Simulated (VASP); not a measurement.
Wanted: the native input for a VASP 6.6.1 run.

```yaml
Task: single point
Functional: PBE
Potentials_or_basis: VASP PAW PBE potentials, release 64 (Sc_sv, Al)
Cutoff: 520 eV
k_mesh: 12 × 12 × 12
Occupations: gaussian, width 0.15 eV
Spin: no spin polarisation
Dipole_correction: no
Further_INCAR_settings: ALGO = Fast; EDIFF = 1e-07; NBANDS = 18
```

The structure of ScAl3 lies in POSCAR:

```
ScAl3
1.0
    4.1053305968      0.0000000000      0.0000000000
    0.0000000000      4.1053305968      0.0000000000
    0.0000000000      0.0000000000      4.1053305968
Sc Al
1 3
Direct
    0.0000000000      0.0000000000      0.0000000000
    0.4483276610     -0.0516723390      0.5000000000
   -0.0516723390      0.4483276610      0.5000000000
    0.4483276610      0.4483276610      0.0000000000
```

This cell differs from its parent crystal: all Al atoms moved -0.300 Å, as atom 2 along Cartesian [1 1 0].

One way to write it, as run:

INCAR

```
SYSTEM = ScAl3
PREC = Accurate
ENCUT = 520
EDIFF = 1E-7
ISMEAR = 0
SIGMA = 0.15
LREAL = .False.
LASPH = .True.
NELM = 100
ALGO = Fast
ISIF = 2
LWAVE = .False.
LCHARG = .False.
GGA = PE
NBANDS = 18
```

KPOINTS

```
Automatic mesh
0
Gamma
  12 12 12
  0 0 0
```

Potentials or basis: VASP PAW PBE potentials, release 64 (Sc_sv, Al).

Command:

```bash
$ cat potpaw_PBE.64/Sc_sv/POTCAR potpaw_PBE.64/Al/POTCAR > POTCAR
$ mpirun -np 1 vasp_std > vasp.out
```

It gave:

```
Pressure               : 2.3 GPa
Largest force          : 2.953 eV/Å
Band gap on the k mesh : zero (bands 10 and 11 overlap by 3.69 eV)
```

Caveat: the cell differs from its parent crystal (all Al atoms moved -0.300 Å, as atom 2 along Cartesian [1 1 0]); forces of over 1 eV/Å act on the atoms, so gaps and moduli don't describe the material at rest.

It took 3.3 min on 1 thread of Intel(R) Xeon(R) Platinum 8488C (Sapphire Rapids) (shared host), peak memory 0.45 GiB.
